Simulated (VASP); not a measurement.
Here is a VASP 6.6.1 calculation.

The input INCAR:

```
SYSTEM = CdS
ALGO = Normal
EDIFF = 1E-7
EDIFFG = -0.01
ENCUT = 500
GGA = PE
GGA_COMPAT = .False.
IBRION = 2
ISIF = 3
ISMEAR = 0
LASPH = .True.
LCHARG = .False.
LREAL = .False.
LWAVE = .False.
NELM = 120
NELMIN = 4
NSW = 60
PREC = Accurate
SIGMA = 0.01
```

File KPOINTS:

```
k-points
0
Gamma
  5 5 5
  0 0 0
```

The input POSCAR:

```
CdS
1.0
    0.0000000000      2.9165000000      2.9165000000
    2.9165000000      0.0000000000      2.9165000000
    2.9165000000      2.9165000000      0.0000000000
Cd S
1 1
Direct
    0.0000000000      0.0000000000      0.0000000000
    0.2500000000      0.2500000000      0.2500000000
```

Potentials or basis: VASP PAW PBE potentials, release 64 (Cd, S).

The run is started by

```bash
$ cat potpaw_PBE.64/Cd/POTCAR potpaw_PBE.64/S/POTCAR > POTCAR
$ mpirun -np 1 vasp_std > vasp.out
```

Question: What does it give for the band gap on the k mesh?

Answer: 1.03 eV.

Question: What does it give for the space group after relaxing (to 0.1 Å)?

Answer: F-43m (No. 216).

Question: Estimate the relaxed volume.

Answer: 26.16 Å³/atom.

The path:
| step | energy change (eV) | largest force (eV/Å) | pressure (GPa) | volume (Å³) |
| --- | --- | --- | --- | --- |
| 1 | 0.0000 | 0.0000 | 3.24 | 49.62 |
| 2 | -0.0230 | 0.0000 | -0.96 | 53.31 |
| 3 | -0.0261 | 0.0000 | 0.01 | 52.32 |

A hybrid or GW would open this gap; PBE tends to underestimate it. PBE usually gives volumes a little too large and moduli too small.
